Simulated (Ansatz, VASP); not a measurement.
One calculation of Nb, two programs

The input INCAR:

```
PREC = Accurate
ENCUT = 520
EDIFF = 1E-6
ISMEAR = 1
SIGMA = 0.1
LREAL = False
LASPH = True
NELM = 100
ALGO = Normal
ISIF = 2
LWAVE = False
LCHARG = False
NBANDS = 12
```

File KPOINTS:

```
regular mesh
0
Gamma
  14 14 14
```

POSCAR

```
Nb
1.0
   -1.6231103068      1.6231103068      1.6231103068
    1.6231103068     -1.6231103068      1.6231103068
    1.6231103068      1.6231103068     -1.6231103068
Nb
1
Direct
    0.0000000000      0.0000000000      0.0000000000
```

Input for Ansatz:

```yaml
crystal:
  lattice:
    - [-1.6231103068, 1.6231103068, 1.6231103068]
    - [1.6231103068, -1.6231103068, 1.6231103068]
    - [1.6231103068, 1.6231103068, -1.6231103068]
  atoms:
    - { symbol: Nb, position: [0.0, 0.0, 0.0] }
hamiltonian:
  xc: lda
  pseudopotentials:
    kind: paw
    azcp:
      Nb: "pseudopotentials/Nb.paw.azcp"
basis:
  ecutwfc: 420
  fft_grid_basis: typed
kpoints:
  mp_grid: { grid: [14, 14, 14], shift: [0, 0, 0] }
magnetization:
  spin_polarized: false
scf:
  occupations: { method: cold, width: 0.1 }
  lower_state_search: "off"
output:
  stress: true
```

Alike in both runs: task single point; functional LDA; k mesh 14 × 14 × 14; no spin polarisation.

```csv
,VASP,Ansatz
version,VASP 6.6.1,Ansatz 0.2.0
potentials or method,"VASP PAW LDA potentials, release 64 (Nb_sv), cutoff 520 eV","plane waves (420 eV) with PAW, scalar-relativistic"
occupations,"methfessel-paxton of order 1, width 0.1 eV","cold, width 0.1 eV"
valence electrons in the cell,13,13
```

Ansatz gave:

```
pressure (GPa) : 0.1
```

Question: Estimate VASP's values.

Answer: Pressure (GPa): -0.1.

Ansatz warns that its potentials were made for another functional, while VASP's fit it. LDA's correlation is that of Perdew and Zunger in VASP and of Perdew and Wang (1992) in Ansatz.
